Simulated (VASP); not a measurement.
# Mg2Te3O (P4mm) in VASP: further runs, part 2 of 2

VASP 6.6.1. The steps go on from the part before.

### Step 3. Relaxation of cell and atoms, PBE

This run uses another cell than the first one, of 22.31 Å³/atom.

INCAR

```
SYSTEM = Mg2Te3O
  PREC = Accurate
  ENCUT = 600
  EDIFF = 1E-7
  ISMEAR = 0
  SIGMA = 0.1
  LREAL = .FALSE.
  LASPH = .TRUE.
  NELM = 80
  ALGO = Normal
  ISIF = 3
  LWAVE = .FALSE.
  LCHARG = .FALSE.
  GGA = PE
  IBRION = 2
  NSW = 90
  EDIFFG = -0.04
```

KPOINTS

```
Automatic mesh
0
G
  6 6 2
  0 0 0
```

POSCAR

```
Mg2Te3O
1.0
    3.2020980970      0.0000000000      0.0000000000
    0.0000000000      3.2020980970      0.0000000000
    0.0000000000      0.0000000000     13.0558439744
Mg Te O
2 3 1
Direct
    0.0000000000      0.0000000000      0.0814713833
    0.5000000000      0.5000000000      0.4857085255
    0.0000000000      0.0000000000      0.6438403962
    0.0000000000      0.0000000000      0.3227506545
    0.5000000000      0.5000000000      0.8884570264
    0.5000000000      0.5000000000      0.0777720241
```

Potentials or basis: VASP PAW PBE potentials, release 64 (Mg, Te, O).

On the command line:

```console
$ cat potpaw_PBE.64/Mg/POTCAR potpaw_PBE.64/Te/POTCAR potpaw_PBE.64/O/POTCAR > POTCAR
$ mpirun -np 1 vasp_std > vasp.out
```

OUTCAR:

```text
SYSTEM = Mg2Te3O
   PREC = Accurate
   ENCUT = 600
   EDIFF = 1E-7
   ISMEAR = 0
   LREAL = .FALSE.
   LASPH = .TRUE.
   NELM = 80
   ISIF = 3
   GGA = PE
   IBRION = 2
   NSW = 90
   EDIFFG = -0.04

 ion  position               nearest neighbor table
   1  0.000  0.000  0.081-   6 2.26   6 2.26   6 2.26   6 2.26   4 3.15   5 3.39   5 3.39   5 3.39
                             5 3.39
   2  0.500  0.500  0.486-   3 3.06   3 3.06   3 3.06   3 3.06   4 3.11   4 3.11   4 3.11   4 3.11

   3  0.000  0.000  0.644-   2 3.06   2 3.06   2 3.06   2 3.06
   4  0.000  0.000  0.323-   2 3.11   2 3.11   2 3.11   2 3.11   1 3.15
   5  0.500  0.500  0.888-   6 2.47   1 3.39   1 3.39   1 3.39   1 3.39
   6  0.500  0.500  0.078-   1 2.26   1 2.26   1 2.26   1 2.26   5 2.47

  LATTYP: Found a simple tetragonal cell.
 ALAT       =     3.2020980970
 C/A-ratio  =     4.0772779530

  Lattice vectors:

 A1 = (   3.2020980970,   0.0000000000,   0.0000000000)
 A2 = (   0.0000000000,   3.2020980970,   0.0000000000)
 A3 = (   0.0000000000,   0.0000000000,  13.0558439744)

Analysis of symmetry for initial positions (statically):
=====================================================================
 Subroutine PRICEL returns:
 Original cell was already a primitive cell.

 Routine SETGRP: Setting up the symmetry group for a
 simple tetragonal supercell.

[... 181 lines left out ...]
  external PRESSURE =       4.3626402 kB  Pullay stress =       0.0000000 kB
[... 101 lines left out ...]
  FREE ENERGIE OF THE ION-ELECTRON SYSTEM (eV)
  ---------------------------------------------------
  free  energy   TOTEN  =       -21.1565445775 eV

  energy  without entropy=      -21.1449777741  energy(sigma->0) =      -21.15076118

 E-fermi :   4.8661     XC(G=0):  -8.9910

 val. band max:        4.8636496664   @ k =   0.1667   0.1667   0.0000
 cond. band min:       4.9163204672   @ k =   0.5000   0.3333   0.5000
 fundamental gap:      0.0526708008
 Fermi energy:         4.8661228710

 k-point     1 :       0.0000    0.0000    0.0000
  band No.  band energies     occupation
      1     -11.4088      2.00000
      2      -8.9840      2.00000
      3      -8.6765      2.00000
      4      -7.8551      2.00000
      5      -1.5770      2.00000
      6       0.5079      2.00000
[... 397 lines left out ...]
      5       0.0186      2.00000
      6       0.0186      2.00000
[... 10 lines left out ...]
     17       5.5661      0.00000
     18       6.3049      0.00000

[... ionic steps 4 to 32 ...]

--------------------------------------- Ionic step       33  -------------------------------------------

 number of electron      28.0000003 magnetization

------------------------ aborting loop because EDIFF is reached ----------------------------------------
[... 75 lines left out ...]
--------------------------------------- Ionic step       35  -------------------------------------------

 number of electron      28.0000003 magnetization

 Free energy of the ion-electron system (eV)
  ---------------------------------------------------
  ext. energy  EPLUGINS =         0.00000000
  ---------------------------------------------------
  free energy    TOTEN  =       -21.40387157 eV

  energy without entropy =      -21.38997605  energy(sigma->0) =      -21.39692381

 E-fermi :   4.9292     XC(G=0):  -9.0219

 val. band max:        4.9216965667   @ k =   0.1667   0.1667   0.0000
 cond. band min:       5.0003577149   @ k =   0.5000   0.3333   0.5000
 fundamental gap:      0.0786611482
 Fermi energy:         4.9291977435

 k-point     1 :       0.0000    0.0000    0.0000
  band No.  band energies     occupation
      1     -11.3597      2.00000
      2      -8.9581      2.00000
      3      -8.6227      2.00000
      4      -7.7766      2.00000
      5      -1.5310      2.00000
      6       0.6142      2.00000
[... 442 lines left out ...]
  FREE ENERGIE OF THE ION-ELECTRON SYSTEM (eV)
  ---------------------------------------------------
  free  energy   TOTEN  =       -21.4038715735 eV

  energy  without entropy=      -21.3899760495  energy(sigma->0) =      -21.39692381

 reached required accuracy - stopping structural energy minimisation
```

OSZICAR:

```text
N       E                     dE             d eps       ncg     rms          rms(c)
DAV:   1     0.152396125905E+03    0.15240E+03   -0.12045E+04   720   0.144E+03
DAV:   2    -0.870058135130E+01   -0.16110E+03   -0.15731E+03   946   0.214E+02
DAV:   3    -0.234893781123E+02   -0.14789E+02   -0.14510E+02   894   0.732E+01
[... 458 lines left out ...]
DAV:   6    -0.214038713323E+02    0.23452E-04   -0.66033E-05   780   0.449E-02    0.482E-02
DAV:   7    -0.214038713936E+02   -0.61244E-07   -0.63054E-06   766   0.143E-02    0.365E-02
DAV:   8    -0.214038711274E+02    0.26619E-06   -0.31139E-05   790   0.304E-02    0.936E-03
DAV:   9    -0.214038715252E+02   -0.39777E-06   -0.29260E-06   776   0.962E-03    0.908E-03
DAV:  10    -0.214038715735E+02   -0.48335E-07   -0.20005E-07   538   0.275E-03
  35 F= -.21403872E+02 E0= -.21396924E+02  d E =-.141337E-02
```

CONTCAR:

```text
Mg2Te3O
   1.00000000000000
     3.1079276928351875    0.0000000000000000    0.0000000000000000
    -0.0000000000000000    3.1079276928351875   -0.0000000000000000
     0.0000000000000000    0.0000000000000000   15.3665285198155743
  Mg              Te              O
     2     3     1
Direct
     1.0000000000000000    0.0000000000000000    0.1103195390465936
     0.5000000000000000    0.5000000000000000    0.4722069005879353
     0.0000000000000000    0.0000000000000000    0.6096299366125967
     0.0000000000000000    0.0000000000000000    0.3343541333748199
     0.5000000000000000    0.5000000000000000    0.8618916473559518
     0.5000000000000000    0.5000000000000000    0.1115978530220967

  0.00000000E+00  0.00000000E+00  0.00000000E+00
  0.00000000E+00  0.00000000E+00  0.00000000E+00
  0.00000000E+00  0.00000000E+00  0.00000000E+00
  0.00000000E+00  0.00000000E+00  0.00000000E+00
  0.00000000E+00  0.00000000E+00  0.00000000E+00
  0.00000000E+00  0.00000000E+00  0.00000000E+00
```

Wall time 16 min (1 thread of Intel Xeon 6975P-C (Granite Rapids), shared host); peak memory 0.34 GiB.

What came out:

```yaml
Free_energy: -21.4039 eV
Relaxed_volume: 24.74 Å³/atom
Relaxed_cell: a = 3.108 Å, b = 3.108 Å, c = 15.367 Å, α = 90.00°, β = 90.00°, γ = 90.00°
Space_group_after_relaxing_to_0.1_Å: P4mm (No. 99)
Energy_gained_by_relaxing: 49.0 meV/atom
Ionic_steps: 35
Pressure_after_relaxing: 0.0 GPa
Largest_force_after_relaxing: 0.031 eV/Å
Band_gap_on_the_k_mesh: zero (bands 14 and 15 overlap by 2.83 eV)
```

Forces on the atoms (eV/Å):
```
Mg   0.000  0.000  0.004
Mg   0.000  0.000  0.005
Te   0.000  0.000  0.023
Te   0.000  0.000 -0.031
Te   0.000  0.000 -0.010
O    0.000  0.000  0.010
```

Step by step:
```
step  energy change (eV)  largest force (eV/Å)  pressure (GPa)  volume (Å³)
   1              0.0000                0.3885            0.44       133.87
   2             -0.0189                0.3161           -0.10       135.05
   3             -0.0465                0.2881           -1.52       138.62
   4             -0.0559                0.2882           -1.43       138.48
   5             -0.0821                0.2896           -1.12       138.07
   6             -0.1228                0.2912           -0.40       137.22
   7             -0.1544                0.3836            1.43       135.42
   8             -0.1713                0.3731            1.45       136.24
   9             -0.2028                0.3897            1.77       138.64
  10             -0.1630                0.5077            3.04       143.11
  11             -0.2061                0.4176            2.09       139.85
  12             -0.2494                0.3153            0.45       144.72
  13             -0.2554                0.3361           -0.37       147.53
  14             -0.2629                0.2941           -0.29       147.56
  15             -0.2777                0.1539           -0.01       147.63
  16             -0.2657                0.2619            0.74       147.78
  17             -0.2803                0.1292            0.18       147.68
  18             -0.2822                0.0853           -0.12       148.44
  19             -0.2823                0.0773           -0.17       148.58
  20             -0.2834                0.0565            0.00       148.28
  21             -0.2834                0.0615            0.04       148.19
  22             -0.2840                0.0555            0.02       148.31
  23             -0.2853                0.0675           -0.04       148.66
  24             -0.2856                0.1011           -0.17       149.37
  25             -0.2858                0.0876           -0.12       149.07
  26             -0.2862                0.0845           -0.11       149.05
  27             -0.2872                0.0760           -0.08       148.98
  28             -0.2888                0.0590           -0.02       148.83
  29             -0.2909                0.0411            0.10       148.53
  30             -0.2900                0.1140            0.37       147.95
  31             -0.2913                0.0679            0.20       148.32
  32             -0.2924                0.0612           -0.05       148.81
  33             -0.2924                0.0609           -0.10       148.92
  34             -0.2929                0.0523           -0.09       148.80
  35             -0.2938                0.0315            0.00       148.43
```

Final structure:
```
CELL_PARAMETERS angstrom
3.10793 0.00000 0.00000
0.00000 3.10793 0.00000
0.00000 0.00000 15.36653
ATOMIC_POSITIONS crystal
Mg 0.00000 0.00000 0.11032
Mg 0.50000 0.50000 0.47221
Te 0.00000 0.00000 0.60963
Te 0.00000 0.00000 0.33435
Te 0.50000 0.50000 0.86189
O 0.50000 0.50000 0.11160
```

Caveat: a cell axis changed by over 15 % at a fixed basis, so the end point is rough; spin-orbit coupling is left out, which moves the levels of the heavy elements.

### Step 4. Single point, PBE

This run uses another cell than the first one, of 24.63 Å³/atom.

INCAR

```
PREC = Accurate ; ENCUT = 520
EDIFF = 1E-6 ; ISMEAR = 0
SIGMA = 0.1 ; LREAL = F
LASPH = T ; NELM = 100
ALGO = Normal ; ISIF = 2
LWAVE = F ; LCHARG = F
GGA = PE ; NBANDS = 23
```

KPOINTS

```
regular mesh
0
Gamma
  12 12 4
```

POSCAR

```
Mg2Te3O
1.0
    3.0890257222      0.0000000000      0.0000000000
    0.0000000000      3.0890257222      0.0000000000
    0.0000000000      0.0000000000     15.4874884690
Mg Te O
2 3 1
Direct
    0.0000000000      0.0000000000      0.1071838672
    0.5000000000      0.5000000000      0.4753371500
    0.0000000000      0.0000000000      0.6170001128
    0.0000000000      0.0000000000      0.3321670260
    0.5000000000      0.5000000000      0.8587021718
    0.5000000000      0.5000000000      0.1096096822
```

On the command line:

```console
$ cat potpaw_PBE.64/Mg/POTCAR potpaw_PBE.64/Te/POTCAR potpaw_PBE.64/O/POTCAR > POTCAR
$ mpirun -np 1 vasp_std > vasp.out
```

It took 2.4 min on 1 thread of Intel Xeon 6975P-C (Granite Rapids), shared host; peak memory 0.43 GiB.

Results (log left out):

```
Free energy            : -21.6238 eV
Pressure               : -0.1 GPa
Largest force          : 0.009 eV/Å
Band gap on the k mesh : zero (bands 14 and 15 overlap by 2.79 eV)
```

Forces on the atoms (eV/Å):
```
Mg   0.000  0.000  0.009
Mg   0.000  0.000  0.000
Te   0.000  0.000  0.001
Te   0.000  0.000 -0.005
Te   0.000  0.000 -0.001
O    0.000  0.000 -0.004
```

Stress tensor (GPa, compression positive):
```
-0.16  0.00  0.00
 0.00 -0.16  0.00
 0.00  0.00 -0.04
```

Levels at points of the mesh, in eV from the Fermi level:
| k point | band 12 | band 13 | band 14 | band 15 | band 16 | band 17 |
| --- | --- | --- | --- | --- | --- | --- |
| (0.00, 0.00, 0.00) | 1.43 | 1.43 | 1.63 | 1.63 | 2.87 | 2.87 |
| (0.50, 0.00, 0.00) | -1.02 | -0.93 | -0.53 | 2.83 | 2.97 | 3.25 |
| (0.50, 0.50, 0.00) | -3.05 | -1.65 | -0.79 | -0.38 | 0.21 | 0.71 |
| (0.00, 0.00, 0.50) | 1.43 | 1.43 | 1.63 | 1.63 | 2.33 | 2.87 |
| (0.50, 0.00, 0.50) | -1.17 | -1.02 | -0.35 | 2.88 | 2.95 | 3.25 |
| (0.50, 0.50, 0.50) | -3.05 | -1.65 | -0.79 | -0.38 | 0.19 | 0.76 |

Caveat: spin-orbit coupling is left out, which moves the levels of the heavy elements.

### Step 5. Relaxation of cell and atoms, PBE

This run uses another cell than the first one, of 24.58 Å³/atom.

INCAR

```
SYSTEM = Mg2Te3O
  PREC = Accurate
  ENCUT = 600
  EDIFF = 1E-6
  ISMEAR = 0
  SIGMA = 0.1
  LREAL = .False.
  LASPH = .True.
  NELM = 100
  ALGO = Normal
  ISIF = 3
  LWAVE = .False.
  LCHARG = .False.
  GGA = PE
  IBRION = 2
  NSW = 100
  EDIFFG = -0.01
```

KPOINTS

```
regular mesh
0
Gamma
  12 12 4
  0 0 0
```

POSCAR

```
Mg2Te3O
1.0
    3.1112542659      0.0000000000      0.0000000000
    0.0000000000      3.1112542659      0.0000000000
    0.0000000000      0.0000000000     15.2373212301
Mg Te O
2 3 1
Direct
    0.0000000000      0.0000000000      0.1102539775
    0.5000000000      0.5000000000      0.4724724598
    0.0000000000      0.0000000000      0.6111821269
    0.0000000000      0.0000000000      0.3330872366
    0.5000000000      0.5000000000      0.8607659824
    0.5000000000      0.5000000000      0.1122382268
```

Potentials or basis: VASP PAW PBE potentials, release 64 (Mg, Te, O).

On the command line:

```console
$ cat potpaw_PBE.64/Mg/POTCAR potpaw_PBE.64/Te/POTCAR potpaw_PBE.64/O/POTCAR > POTCAR
$ mpirun -np 1 vasp_std > vasp.out
```

OUTCAR:

```text
SYSTEM = Mg2Te3O
   PREC = Accurate
   ENCUT = 600
   EDIFF = 1E-6
   ISMEAR = 0
   LREAL = .False.
   LASPH = .True.
   NELM = 100
   ISIF = 3
   GGA = PE
   IBRION = 2
   NSW = 100
   EDIFFG = -0.01

 ion  position               nearest neighbor table
   1  0.000  0.000  0.110-   6 2.20   6 2.20   6 2.20   6 2.20   4 3.40
   2  0.500  0.500  0.472-   3 3.05   3 3.05   3 3.05   3 3.05   4 3.06   4 3.06   4 3.06   4 3.06

   3  0.000  0.000  0.611-   2 3.05   2 3.05   2 3.05   2 3.05
   4  0.000  0.000  0.333-   2 3.06   2 3.06   2 3.06   2 3.06   1 3.40
   5  0.500  0.500  0.861-
   6  0.500  0.500  0.112-   1 2.20   1 2.20   1 2.20   1 2.20

  LATTYP: Found a simple tetragonal cell.
 ALAT       =     3.1112542659
 C/A-ratio  =     4.8974850423

  Lattice vectors:

 A1 = (   3.1112542659,   0.0000000000,   0.0000000000)
 A2 = (   0.0000000000,   3.1112542659,   0.0000000000)
 A3 = (   0.0000000000,   0.0000000000,  15.2373212301)
[... 812 lines left out ...]
     18       7.3849      0.00000

 [... further k-points ...]

[... ionic steps 4 to 25 ...]

--------------------------------------- Ionic step       26  -------------------------------------------

 number of electron      28.0000000 magnetization

------------------------ aborting loop because EDIFF is reached ----------------------------------------
[... 75 lines left out ...]
--------------------------------------- Ionic step       28  -------------------------------------------

 number of electron      28.0000000 magnetization

 Free energy of the ion-electron system (eV)
  ---------------------------------------------------
  ext. energy  EPLUGINS =         0.00000000
  ---------------------------------------------------
  free energy    TOTEN  =       -21.62553242 eV

  energy without entropy =      -21.61014331  energy(sigma->0) =      -21.61783787

 E-fermi :   5.1146     XC(G=0):  -9.0724

 val. band max:        5.1017403159   @ k =   0.4167   0.0833   0.5000
 cond. band min:       5.1261724741   @ k =   0.3333   0.1667   0.5000
 fundamental gap:      0.0244321582
 Fermi energy:         5.1145501997

 k-point     1 :       0.0000    0.0000    0.0000
  band No.  band energies     occupation
      1     -11.3044      2.00000
      2      -8.9958      2.00000
      3      -8.7445      2.00000
      4      -7.5616      2.00000
      5      -1.5758      2.00000
      6       0.4280      2.00000
[... 528 lines left out ...]
  FREE ENERGIE OF THE ION-ELECTRON SYSTEM (eV)
  ---------------------------------------------------
  free  energy   TOTEN  =       -21.6255324208 eV

  energy  without entropy=      -21.6101433107  energy(sigma->0) =      -21.61783787

 reached required accuracy - stopping structural energy minimisation
```

CONTCAR:

```text
Mg2Te3O
   1.00000000000000
     3.0848772610365311    0.0000000000000000    0.0000000000000000
     0.0000000000000000    3.0848772610365311   -0.0000000000000000
     0.0000000000000000    0.0000000000000000   15.4683181037774666
  Mg              Te              O
     2     3     1
Direct
     1.0000000000000000    0.0000000000000000    0.1092343133192693
     0.5000000000000000    0.5000000000000000    0.4741591780651395
     0.0000000000000000    0.0000000000000000    0.6161940591751869
     1.0000000000000000    0.0000000000000000    0.3307454349864688
     0.5000000000000000    0.5000000000000000    0.8580845495174442
     0.5000000000000000    0.5000000000000000    0.1115824749364918

  0.00000000E+00  0.00000000E+00  0.00000000E+00
  0.00000000E+00  0.00000000E+00  0.00000000E+00
  0.00000000E+00  0.00000000E+00  0.00000000E+00
  0.00000000E+00  0.00000000E+00  0.00000000E+00
  0.00000000E+00  0.00000000E+00  0.00000000E+00
  0.00000000E+00  0.00000000E+00  0.00000000E+00
```

Wall time 29 min (1 thread of Intel Xeon 6975P-C (Granite Rapids), shared host); peak memory 0.56 GiB.

Results:

```
Free energy                           : -21.6255 eV
Relaxed volume                        : 24.53 Å³/atom
Relaxed cell                          : a = 3.085 Å, b = 3.085 Å, c = 15.468 Å, α = 90.00°, β = 90.00°, γ = 90.00°
Space group after relaxing (to 0.1 Å) : P4mm (No. 99)
Energy gained by relaxing             : 4.1 meV/atom
Ionic steps                           : 28
Pressure after relaxing               : 0.0 GPa
Largest force after relaxing          : 0.009 eV/Å
Band gap on the k mesh                : zero (bands 14 and 15 overlap by 2.80 eV)
```

Forces in eV/Å, atoms in the order of the input:
```
Mg   0.000  0.000 -0.007
Mg   0.000  0.000  0.004
Te   0.000  0.000  0.000
Te   0.000  0.000  0.009
Te   0.000  0.000  0.002
O    0.000  0.000 -0.008
```

The path:
```csv
step,energy change (eV),largest force (eV/Å),pressure (GPa),volume (Å³)
1,0.0000,0.1979,0.02,147.50
2,-0.0110,0.1692,0.10,147.55
3,-0.0197,0.0238,0.53,147.67
4,-0.0221,0.0837,0.33,147.64
5,-0.0222,0.0737,0.36,147.64
6,-0.0229,0.0300,-0.30,149.36
7,-0.0236,0.0238,-0.06,148.62
8,-0.0236,0.0275,0.01,148.55
9,-0.0236,0.0252,0.01,148.59
10,-0.0236,0.0243,0.00,148.60
11,-0.0236,0.0228,-0.02,148.56
12,-0.0238,0.0180,-0.01,148.44
13,-0.0238,0.0560,0.00,148.19
14,-0.0239,0.0388,0.00,148.30
15,-0.0239,0.0377,-0.02,148.27
16,-0.0241,0.0348,-0.01,148.17
17,-0.0243,0.0291,-0.01,147.97
18,-0.0246,0.0185,0.01,147.57
19,-0.0246,0.0208,0.00,147.50
20,-0.0246,0.0250,0.01,147.37
21,-0.0246,0.0174,-0.03,147.33
22,-0.0246,0.0180,-0.02,147.34
23,-0.0246,0.0191,-0.01,147.34
24,-0.0246,0.0224,0.01,147.36
25,-0.0246,0.0203,-0.01,147.35
26,-0.0246,0.0200,-0.01,147.35
27,-0.0246,0.0193,-0.02,147.34
28,-0.0247,0.0095,0.05,147.20
```

Final structure:
```xyz
6
Lattice="3.0849 0.0000 0.0000 0.0000 3.0849 0.0000 0.0000 0.0000 15.4683" Properties=species:S:1:pos:R:3 pbc="T T T"
Mg    3.0849    0.0000    1.6897
Mg    1.5424    1.5424    7.3344
Te    0.0000    0.0000    9.5315
Te    3.0849    0.0000    5.1161
Te    1.5424    1.5424   13.2731
O     1.5424    1.5424    1.7260
```

Caveat: spin-orbit coupling is left out, which moves the levels of the heavy elements.

### Step 6. Overview

```tsv
task	cell	k mesh	cutoff (eV)	gap on the mesh (eV)	pressure (GPa)	relaxed volume (Å³/atom)	largest force (eV/Å)
relaxation of cell and atoms	relaxed from a = 3.913, b = 3.913, c = 9.538 Å, 6 atoms, atomic positions A	4 × 4 × 2	600	none	-0.1	21.96	0.04
relaxation of cell and atoms	relaxed from a = 3.202, b = 3.202, c = 13.056 Å, 6 atoms, atomic positions B	6 × 6 × 2	600	none	0.0	24.74	0.03
single point	a = 3.089, b = 3.089, c = 15.487 Å, 6 atoms, atomic positions C	12 × 12 × 4	520	none	-0.1	-	0.01
relaxation of cell and atoms	relaxed from a = 3.111, b = 3.111, c = 15.237 Å, 6 atoms, atomic positions D	12 × 12 × 4	600	none	0.0	24.53	0.01
```

Alike in all rows: level PBE; potentials or basis VASP PAW PBE potentials, release 64 (Mg, Te, O); no spin polarisation; smearing gaussian 0.1 eV.

Caveats: some runs use coarse meshes; spin-orbit coupling is left out, which moves the levels of the heavy elements; a cell axis changed by over 15 % at a fixed basis, so the end point is rough (at least some runs).

Total energies depend on the potentials used, so only differences within one code and one set of settings carry meaning.

The gap in the log of VASP goes by the Fermi energy; the results here count the filled bands.